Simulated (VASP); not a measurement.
# TiNi in VASP: a series of runs

The runs below take TiNi through single point, with PBEsol.

All numbers are computed with VASP 6.6.1; they aren't measurements. Logs are shortened: lines on timing, memory, paths and dates and some standing lists are left out, and cuts for length are marked.

### 1 The cell of the first run

The structure is cubic, space group Pm-3m (No. 221). Conventional cell: a = 2.971 Å, b = 2.971 Å, c = 2.971 Å, α = 90.00°, β = 90.00°, γ = 90.00°. Ti (site symmetry m-3m) has 8 Ni at 2.57 Å and 6 Ti at 2.97 Å within 3.4 Å. Within 3.4 Å of Ni (site symmetry m-3m) lie 8 Ti at 2.57 Å and 6 Ni at 2.97 Å.

### 2 Single point, PBEsol, collinear spin, ferromagnetic start

INCAR

```
SYSTEM = TiNi
ALGO     = Normal         ! electronic algorithm
EDIFF    = 1E-6           ! SCF threshold, eV
ENCUT    = 520            ! plane-wave cutoff, eV
GGA      = PS             ! functional
ISIF     = 2              ! what is computed and relaxed
ISMEAR   = 0              ! smearing method
ISPIN    = 2              ! spin polarisation
LASPH    = .TRUE.         ! aspherical terms in the spheres
LCHARG   = .FALSE.        ! write CHGCAR
LMAXMIX  = 4              ! l up to which the mixer works
LORBIT   = 11             ! projections on sites
LREAL    = .FALSE.        ! projectors in reciprocal space
LWAVE    = .FALSE.        ! write WAVECAR
MAGMOM   = 0.31 0.25      ! initial moments
NBANDS   = 22             ! bands
NELM     = 150            ! most SCF steps
PREC     = Accurate       ! precision mode
SIGMA    = 0.1            ! smearing width, eV
```

KPOINTS

```
k-points
0
G
  14 14 14
  0 0 0
```

POSCAR

```
TiNi
1.0
    2.9708710072      0.0000000000      0.0000000000
    0.0000000000      2.9708710072      0.0000000000
    0.0000000000      0.0000000000      2.9708710072
Ti Ni
1 1
Direct
    0.5000000000      0.5000000000      0.5000000000
    0.0000000000      0.0000000000      0.0000000000
```

Potentials or basis: VASP PAW PBE potentials, release 64 (Ti_sv, Ni).

Command:

```console
$ cat potpaw_PBE.64/Ti_sv/POTCAR potpaw_PBE.64/Ni/POTCAR > POTCAR
$ mpirun -np 1 vasp_std > vasp.out
```

OUTCAR:

```text
SYSTEM = TiNi
   EDIFF = 1E-6
   ENCUT = 520
   GGA = PS
   ISIF = 2
   ISMEAR = 0
   ISPIN = 2
   LASPH = .TRUE.
   LORBIT = 11
   LREAL = .FALSE.
   NELM = 150
   PREC = Accurate

 ion  position               nearest neighbor table
   1  0.500  0.500  0.500-   2 2.57   2 2.57   2 2.57   2 2.57   2 2.57   2 2.57   2 2.57   2 2.57

   2  0.000  0.000  0.000-   1 2.57   1 2.57   1 2.57   1 2.57   1 2.57   1 2.57   1 2.57   1 2.57

  LATTYP: Found a simple cubic cell.
 ALAT       =     2.9708710072

  Lattice vectors:

 A1 = (   2.9708710072,   0.0000000000,   0.0000000000)
 A2 = (   0.0000000000,   2.9708710072,   0.0000000000)
 A3 = (   0.0000000000,   0.0000000000,   2.9708710072)

Analysis of symmetry for initial positions (statically):
=====================================================================
 Subroutine PRICEL returns:
 Original cell was already a primitive cell.

 Routine SETGRP: Setting up the symmetry group for a
 simple cubic supercell.

 Subroutine GETGRP returns: Found 48 space group operations
 (whereof 48 operations were pure point group operations)
 out of a pool of 48 trial point group operations.

The static configuration has the point symmetry O_h .

Analysis of symmetry for dynamics (positions and initial velocities):
=====================================================================
 Subroutine PRICEL returns:
 Original cell was already a primitive cell.

 Routine SETGRP: Setting up the symmetry group for a
 simple cubic supercell.

 Subroutine GETGRP returns: Found 48 space group operations
 (whereof 48 operations were pure point group operations)
 out of a pool of 48 trial point group operations.

The dynamic configuration has the point symmetry O_h .

Analysis of structural, dynamic, and magnetic symmetry:
=====================================================================
 Subroutine PRICEL returns:
 Original cell was already a primitive cell.

 Routine SETGRP: Setting up the symmetry group for a
 simple cubic supercell.

 Subroutine GETGRP returns: Found 48 space group operations
 (whereof 48 operations were pure point group operations)
 out of a pool of 48 trial point group operations.

The overall configuration has the point symmetry O_h .

 Subroutine INISYM returns: Found 48 space group operations
 (whereof 48 operations are pure point group operations),
 and found     1 'primitive' translations

----------------------------------------------------------------------------------------

                                     Primitive cell

  volume of cell :      26.2211

  direct lattice vectors                    reciprocal lattice vectors
     2.970871007  0.000000000  0.000000000     0.336601622  0.000000000  0.000000000
     0.000000000  2.970871007  0.000000000     0.000000000  0.336601622  0.000000000
     0.000000000  0.000000000  2.970871007     0.000000000  0.000000000  0.336601622

  length of vectors
     2.970871007  2.970871007  2.970871007     0.336601622  0.336601622  0.336601622

  position of ions in fractional coordinates (direct lattice)
     0.500000000  0.500000000  0.500000000
     0.000000000  0.000000000  0.000000000

  ion indices of the primitive-cell ions
   primitive index   ion index
                 1           1
                 2           2

----------------------------------------------------------------------------------------

 KPOINTS: k-points

Automatic generation of k-mesh.
 Grid dimensions read from file:
 generate k-points for:   14   14   14

 Generating k-lattice:

  Cartesian coordinates                     Fractional coordinates (reciprocal lattice)
     0.024042973  0.000000000  0.000000000     0.071428571  0.000000000  0.000000000
     0.000000000  0.024042973  0.000000000     0.000000000  0.071428571  0.000000000
     0.000000000  0.000000000  0.024042973     0.000000000  0.000000000  0.071428571

  Length of vectors
     0.024042973  0.024042973  0.024042973

  Shift w.r.t. Gamma in fractional coordinates (k-lattice)
     0.000000000  0.000000000  0.000000000

 Subroutine IBZKPT returns following result:
 ===========================================

 Found    120 irreducible k-points:

 Following reciprocal coordinates:
            Coordinates               Weight
  0.000000  0.000000  0.000000      1.000000
  0.071429  0.000000  0.000000      6.000000
  0.142857  0.000000  0.000000      6.000000
  0.214286  0.000000  0.000000      6.000000
  0.285714  0.000000  0.000000      6.000000
  0.357143  0.000000  0.000000      6.000000
[... 16 lines left out ...]
  0.285714  0.214286  0.000000     24.000000
  0.357143  0.214286  0.000000     24.000000
 [... further k-points ...]
   k-points           NKPTS =    120   k-points in BZ     NKDIM =    120   number of bands    NBANDS=     22
   number of dos      NEDOS =    301   number of ions     NIONS =      2
   total plane-waves  NPLWV =  13824
   dimension x,y,z NGX =    24 NGY =   24 NGZ =   24
   dimension x,y,z NGXF=    48 NGYF=   48 NGZF=   48
   ions per type =               1   1
   NGX,Y,Z   is equivalent  to a cutoff of  13.43, 13.43, 13.43 a.u.
   NGXF,Y,Z  is equivalent  to a cutoff of  26.86, 26.86, 26.86 a.u.
 SYSTEM =  TiNi
   PREC   = accura    normal or accurate (medium, high low for compatibility)
   ISTART =      0    job   : 0-new  1-cont  2-samecut
   ICHARG =      2    charge: 1-file 2-atom 10-const
   ISPIN  =      2    spin polarized calculation?
   LNONCOLLINEAR =      F non collinear calculations
   LSORBIT =      F    spin-orbit coupling
   LASPH  =      T    aspherical Exc in radial PAW
   ENCUT  =  520.0 eV  38.22 Ry    6.18 a.u.   5.52  5.52  5.52*2*pi/ulx,y,z
   NELM   =    150;   NELMIN=  2; NELMDL= -5     # of ELM steps
   EDIFF  = 0.1E-05   stopping-criterion for ELM
   LREAL  =      F    real-space projection
   EDIFFG = 0.1E-04   stopping-criterion for IOM
   NSW    =      0    number of steps for IOM
   IBRION =     -1    ionic relax: 0-MD 1-quasi-New 2-CG
   NFREE  =      0    steps in history (QN), initial steepest desc. (CG)
   ISIF   =      2    stress and relaxation
   ISYM   =      2    0-nonsym 1-usesym 2-fastsym
   POTIM  = 0.5000    time-step for ionic-motion
   TEBEG  =    0.0;   TEEND  =   0.0 temperature during run
   PSTRESS=    0.0 pullay stress
   NELECT =      22.0000    total number of electrons
   NUPDOWN=      -1.0000    fix difference up-down
   EMIN   =  10.00;   EMAX   =-10.00  energy-range for DOS
   EFERMI =   0.00;   METHOD = LEGACY
   ISMEAR =     0;   SIGMA  =   0.10  broadening in eV -4-tet -1-fermi 0-gaus
   EFERMI_NEDOS =   21; number of points for ismear=-14 and -15
   IALGO  =     38    algorithm
   IMIX   =      4    mixing-type and parameters
     AMIX     =   0.40;   BMIX     =  1.00
     AMIX_MAG =   1.60;   BMIX_MAG =  1.00
  volume/ion in A,a.u.               =      13.11        88.47
  Fermi-wavevector in a.u.,A,eV,Ry     =   1.544064  2.917858 32.438102  2.384133
  Thomas-Fermi vector in A             =   2.649638
   LORBIT       =     11    0 simple, 1 ext, 2 COOP (PROOUT), +10 PAW based schemes
   GGA     = PS    functional components
   LHFCALC =     F    Hartree Fock is set to
   AEXX    =    0.0000 exact exchange contribution
   IVDW    =     0    specifies the selected vdW correction
   LEPSILON=     F    determine dielectric tensor
   LRPA    =     F    only Hartree local field effects (RPA)
 spin polarized calculation
 Gauss-broadening in eV      SIGMA  =   0.10
  energy-cutoff  :      520.00
  volume of cell :       26.22
 maximum number of plane-waves:       739
 NGX is ok and might be reduce to    24
   NGX = 11   NGY = 11   NGZ = 11

 number of electron      21.9999984 magnetization      -0.0003015

 number of electron      21.9999984 magnetization       0.0000181

 Free energy of the ion-electron system (eV)
  ---------------------------------------------------
  ext. energy  EPLUGINS =         0.00000000
  ---------------------------------------------------
  free energy    TOTEN  =       -15.20923899 eV

  energy without entropy =      -15.19506068  energy(sigma->0) =      -15.20214984

 E-fermi :   9.6814     XC(G=0): -12.7579

 val. band max:        9.6697932951   @ k =   0.3571   0.2857   0.2857
 cond. band min:       9.6886146966   @ k =   0.3571   0.2143   0.2143
 fundamental gap:      0.0188214016
 Fermi energy:         9.6813582979

 spin component 1

 k-point     1 :       0.0000    0.0000    0.0000
  band No.  band energies     occupation
      1     -47.2207      1.00000
      2     -23.4089      1.00000
      3     -23.4089      1.00000
      4     -23.4089      1.00000
      5       1.7805      1.00000
      6       5.7011      1.00000
[... 14 lines left out ...]
     21      28.6547      0.00000
     22      30.8945      0.00000
[... 552 lines left out ...]
  band No.  band energies     occupation
      1     -47.1803      1.00000
      2     -23.6523      1.00000
      3     -23.5065      1.00000
      4     -23.3777      1.00000
      5       4.5718      1.00000
      6       6.2066      1.00000
[... 14 lines left out ...]
     21      27.9212      0.00000
     22      29.2067      0.00000

 [... further k-points ...]

 spin component 2

 k-point     1 :       0.0000    0.0000    0.0000
  band No.  band energies     occupation
      1     -47.2206      1.00000
      2     -23.4088      1.00000
      3     -23.4088      1.00000
      4     -23.4088      1.00000
      5       1.7805      1.00000
      6       5.7011      1.00000
[... 14 lines left out ...]
     21      28.6547      0.00000
     22      30.8945      0.00000
[... 552 lines left out ...]
  band No.  band energies     occupation
      1     -47.1802      1.00000
      2     -23.6522      1.00000
      3     -23.5065      1.00000
      4     -23.3777      1.00000
      5       4.5719      1.00000
      6       6.2066      1.00000
[... 14 lines left out ...]
     21      27.9212      0.00000
     22      29.2067      0.00000

 [... further k-points ...]

------------------------ aborting loop because EDIFF is reached ----------------------------------------

  FORCE on cell =-STRESS in cart. coord.  units (eV):
  Direction    XX          YY          ZZ          XY          YZ          ZX
  --------------------------------------------------------------------------------------
  -------------------------------------------------------------------------------------
  Total       -0.0344567     -0.0344567     -0.0344567      0.0000000      0.0000000     -0.0000000
  in kB       -2.1053886     -2.1053886     -2.1053886      0.0000000      0.0000000     -0.0000000
  external PRESSURE =      -2.1053886 kB  Pullay stress =       0.0000000 kB

 VOLUME and BASIS-vectors are now :
 -----------------------------------------------------------------------------
  energy-cutoff  :      520.00
  volume of cell :       26.22
      direct lattice vectors                 reciprocal lattice vectors
     2.970871007  0.000000000  0.000000000     0.336601622  0.000000000  0.000000000
     0.000000000  2.970871007  0.000000000     0.000000000  0.336601622  0.000000000
     0.000000000  0.000000000  2.970871007     0.000000000  0.000000000  0.336601622

 POSITION                                       TOTAL-FORCE (eV/Angst)
 -----------------------------------------------------------------------------------
      1.48544      1.48544      1.48544         0.000000      0.000000      0.000000
      0.00000      0.00000      0.00000         0.000000      0.000000      0.000000
 -----------------------------------------------------------------------------------
    total drift:                                0.000000      0.000000     -0.000000

  FREE ENERGIE OF THE ION-ELECTRON SYSTEM (eV)
  ---------------------------------------------------
  free  energy   TOTEN  =       -15.2092389943 eV

  energy  without entropy=      -15.1950606788  energy(sigma->0) =      -15.20214984

 total charge

# of ion       s       p       d       tot
------------------------------------------
    1        2.246   6.173   1.868  10.287
    2        0.594   0.494   8.327   9.414
--------------------------------------------------
tot          2.840   6.667  10.195  19.701

 magnetization (x)

# of ion       s       p       d       tot
------------------------------------------
    1        0.000   0.000   0.000   0.000
    2       -0.000   0.000  -0.000  -0.000
--------------------------------------------------
tot          0.000   0.000   0.000   0.000
```

Run time: 45 s. Hardware: 1 thread of Intel Xeon 6975P-C (Granite Rapids), shared host; peak memory 0.23 GiB.

Results:

* Free energy: -15.2092 eV
* Pressure: -0.2 GPa
* Band gap on the k mesh: zero (filled and empty bands overlap)
* Net moment: 0.00 μB per cell
* Valence electrons inside the program's atomic spheres: Ti 10.29; Ni 9.41

Levels at points of the mesh, in eV from the Fermi level:
Spin up:
| k point | band 9 | band 10 | band 11 | band 12 | band 13 | band 14 |
| --- | --- | --- | --- | --- | --- | --- |
| (0.00, 0.00, 0.00) | -2.02 | -2.02 | 0.47 | 0.47 | 2.68 | 2.68 |
| (0.50, 0.00, 0.00) | -2.13 | -1.71 | -0.76 | -0.59 | 0.66 | 0.66 |
| (0.50, 0.50, 0.00) | -1.30 | -0.74 | 0.52 | 0.52 | 0.95 | 2.37 |
| (0.50, 0.50, 0.50) | -2.20 | -2.20 | -1.27 | -1.27 | 3.23 | 3.23 |
Spin down:
| k point | band 7 | band 8 | band 9 | band 10 | band 11 | band 12 | band 13 | band 14 | band 15 | band 16 |
| --- | --- | --- | --- | --- | --- | --- | --- | --- | --- | --- |
| (0.00, 0.00, 0.00) | -3.98 | -2.02 | -2.02 | -2.02 | 0.47 | 0.47 | 2.68 | 2.68 | 2.68 | 8.80 |
| (0.50, 0.00, 0.00) | -2.81 | -2.13 | -2.13 | -1.71 | -0.76 | -0.59 | 0.66 | 0.66 | 2.30 | 3.92 |
| (0.50, 0.50, 0.00) | -2.81 | -2.81 | -1.30 | -0.74 | 0.52 | 0.52 | 0.95 | 2.37 | 2.37 | 3.15 |
| (0.50, 0.50, 0.50) | -2.86 | -2.20 | -2.20 | -2.20 | -1.27 | -1.27 | 3.23 | 3.23 | 6.33 | 8.15 |

Caveat: the PAW data sets were made with another functional, which shifts forces and pressure a little.

### 3 Single point, PBEsol (biaxial strain in the a-b plane: +1.5 %, then relaxed in part)

INCAR

```
SYSTEM = TiNi
PREC = Accurate
ENCUT = 520
EDIFF = 1E-6
ISMEAR = 0
SIGMA = 0.1
LREAL = .FALSE.
LASPH = .TRUE.
NELM = 60
ALGO = Fast
ISIF = 2
LWAVE = .FALSE.
LCHARG = .TRUE.
GGA = PS
LELF = .TRUE.
LVHAR = .TRUE.
NBANDS = 18
```

KPOINTS

```
Automatic mesh
0
G
  18 18 18
  0 0 0
```

POSCAR

```
TiNi
1.0
    3.0154340951      0.0000000000      0.0000000000
    0.0000000000      3.0154340951      0.0000000000
    0.0000000000      0.0000000000      2.8961310414
Ti Ni
1 1
Direct
    0.5000000000      0.5000000000      0.5000000000
    0.0000000000      0.0000000000      0.0000000000
```

Potentials or basis: VASP PAW PBE potentials, release 64 (Ti_sv, Ni).

Command:

```console
$ cat potpaw_PBE.64/Ti_sv/POTCAR potpaw_PBE.64/Ni/POTCAR > POTCAR
$ mpirun -np 1 vasp_std > vasp.out
```

Run time: 6 min. Hardware: 1 thread of Intel Xeon 8259CL, shared host; peak memory 0.37 GiB.

The run converged. Its results:

- Free energy: -15.2074 eV
- Pressure: -1.1 GPa
- Band gap on the k mesh: zero (bands 11 and 12 overlap by 1.78 eV)

Stress tensor (GPa, compression positive):
```
-1.50  0.00  0.00
 0.00 -1.50  0.00
 0.00  0.00 -0.22
```

Levels at points of the mesh, in eV from the Fermi level:
```tsv
k point	band 7	band 8	band 9	band 10	band 11	band 12	band 13	band 14	band 15	band 16
(0.00, 0.00, 0.00)	-3.92	-2.13	-1.97	-1.97	0.33	0.56	2.62	2.70	2.70	8.32
(0.50, 0.00, 0.00)	-2.82	-2.16	-2.04	-1.68	-0.81	-0.72	0.54	0.93	2.35	3.71
(0.50, 0.50, 0.00)	-2.64	-2.64	-1.36	-0.90	0.30	0.30	0.70	2.42	2.42	3.00
(0.00, 0.00, 0.50)	-2.77	-2.19	-2.19	-1.76	-0.66	-0.36	0.49	0.49	2.20	4.26
(0.50, 0.00, 0.50)	-2.88	-2.87	-1.30	-0.64	0.55	0.68	1.05	2.26	2.38	3.21
(0.50, 0.50, 0.50)	-2.80	-2.24	-2.24	-2.08	-1.33	-1.23	3.10	3.32	6.31	8.09
```

Caveat: the cell differs from its parent crystal (biaxial strain in the a-b plane: +1.5 %, then relaxed in part); the PAW data sets were made with another functional, which shifts forces and pressure a little. Spin polarisation is off, so any magnetic state and its effect on volume and gap are missing.
